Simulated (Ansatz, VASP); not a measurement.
# Mg in VASP and in Ansatz

The input INCAR:

```
PREC = Accurate ; ENCUT = 520
EDIFF = 1E-7 ; ISMEAR = 0
SIGMA = 0.15 ; LREAL = False
LASPH = True ; NELM = 100
ALGO = Normal ; ISIF = 2
LWAVE = False ; LCHARG = False
GGA = PS ; NBANDS = 9
```

Contents of KPOINTS:

```
regular mesh
0
Gamma
  18 18 10
```

POSCAR

```
Mg
1.0
    3.2092715325      0.0000000000      0.0000000000
   -1.6046357662      2.7793106748      0.0000000000
    0.0000000000      0.0000000000      5.2103300000
Mg
2
Direct
    0.3333333333      0.6666666667      0.2500000000
    0.6666666667      0.3333333333      0.7500000000
```

Input for Ansatz:

```yaml
crystal:
  lattice:
    - [3.2092715325, 0.0, 0.0]
    - [-1.6046357662, 2.7793106748, 0.0]
    - [0.0, 0.0, 5.21033]
  atoms:
    - { symbol: Mg, position: [0.3333333333, 0.6666666667, 0.25] }
    - { symbol: Mg, position: [0.6666666667, 0.3333333333, 0.75] }
basis:
  ecutwfc: 420
kpoints:
  mp_grid: { grid: [18, 18, 10] }
hamiltonian:
  xc: pbesol
scf:
  occupations: { method: gaussian, width: 0.15 }
output:
  forces: true
  stress: true
  eigenvalues: true
```

Alike in both runs: task single point; functional PBEsol; k mesh 18 × 18 × 10; occupations gaussian, width 0.15 eV; no spin polarisation.

|  | VASP | Ansatz |
| --- | --- | --- |
| version | VASP 6.6.1 | Ansatz 0.2.0 |
| potentials or method | VASP PAW PBE potentials, release 64 (Mg), cutoff 520 eV | scalar-relativistic, plane waves, PAW |
| valence electrons in the cell | 4 | 20 |

```tsv
	VASP	Ansatz	Ansatz less VASP
gap on the k mesh at the Fermi level (eV)	none	none	-
pressure (GPa)	-1.2	-1.1	+0.06
traceless stress, the component that is largest in VASP (GPa)	-0.08	-0.08	+0.003
```

VASP's potentials were made for PBE, not for PBEsol. A gap of «none» marks a metal or a gap that the smearing closes. VASP's potentials hold 4 valence electrons a cell and Ansatz's 20, so a difference there can come from the potentials and not from the codes.
